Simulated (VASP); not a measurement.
The system is CaO.

```
CELL_PARAMETERS angstrom
-0.03741 2.60673 2.60673
2.60673 -0.03741 2.60673
2.56933 2.56933 0.00000
ATOMIC_POSITIONS crystal
Ca 0.99746 0.99746 0.00254
O 0.25254 0.25254 0.24746
```

This cell differs from its parent crystal: shear xy strain -2.9%.

Base run:

```yaml
Program: VASP 6.6.1
Functional: r2SCAN
Potentials_or_basis: VASP PAW PBE potentials, release 64 (Ca_sv, O)
Cutoff: 520 eV
k_mesh: 8 × 8 × 8
Occupations: gaussian, width 0.01 eV
Spin: no spin polarisation
```

Its results: band gap on the k mesh 3.70 eV (least direct gap 4.30 eV); pressure 0.9 GPa; largest force 0.009 eV/Å.

The run is repeated on the same cell with these changes: functional from r2SCAN to PBE; occupations from gaussian, width 0.01 eV to fermi-dirac, width 0.02 eV. What comes out?

Band gap on the k mesh 3.29 eV (least direct gap 3.90 eV); pressure 1.8 GPa; largest force 0.004 eV/Å.

Caveats: the structure was generated, so it needn't be the stable form of CaO; the PAW data sets were made with another functional, which shifts forces and pressure a little (at least some runs).

A k mesh can miss the band edges.
